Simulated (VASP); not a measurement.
Crystal: SiO2.

```
Si O
1.0
     7.30055    0.00000    0.00000
    -3.65028    6.32246    0.00000
     0.00000    0.00000    7.00512
Si O
6 12
Direct
  0.53386 0.76693 0.41667
  0.46614 0.23307 0.91667
  0.23307 0.46614 0.75000
  0.76693 0.23307 0.58333
  0.76693 0.53386 0.25000
  0.23307 0.76693 0.08333
  0.61233 0.38767 0.08333
  0.00000 0.68290 0.16667
  0.77535 0.38767 0.41667
  0.68290 0.68290 0.33333
  0.31710 0.31710 0.83333
  0.61233 0.22465 0.75000
  0.22465 0.61233 0.91667
  0.31710 0.00000 0.00000
  0.00000 0.31710 0.66667
  0.38767 0.77535 0.25000
  0.38767 0.61233 0.58333
  0.68290 0.00000 0.50000
```

Base run:

- Program: VASP 6.6.1
- Functional: PBE
- Potentials or basis: VASP PAW PBE potentials, release 64 (Si, O)
- Cutoff: 520 eV
- k mesh: 4 × 4 × 3
- Occupations: fermi-dirac, width 0.02 eV
- Spin: no spin polarisation

Its results: band gap on the k mesh 5.72 eV, indirect (least direct gap 5.86 eV); pressure 3.6 GPa; largest force 0.170 eV/Å.

Q: The run is repeated on the same cell with these changes: functional from PBE to r2SCAN. What comes out?

A: Band gap on the k mesh 6.38 eV, indirect (least direct gap 6.52 eV); pressure 0.2 GPa; largest force 0.009 eV/Å.

r2SCAN gives the wider gap, since meta-GGAs in the generalised Kohn-Sham scheme recover part of the derivative discontinuity.

Caveats: the PAW data sets were made with another functional, which shifts forces and pressure a little (some runs).

A k mesh can miss the band edges.
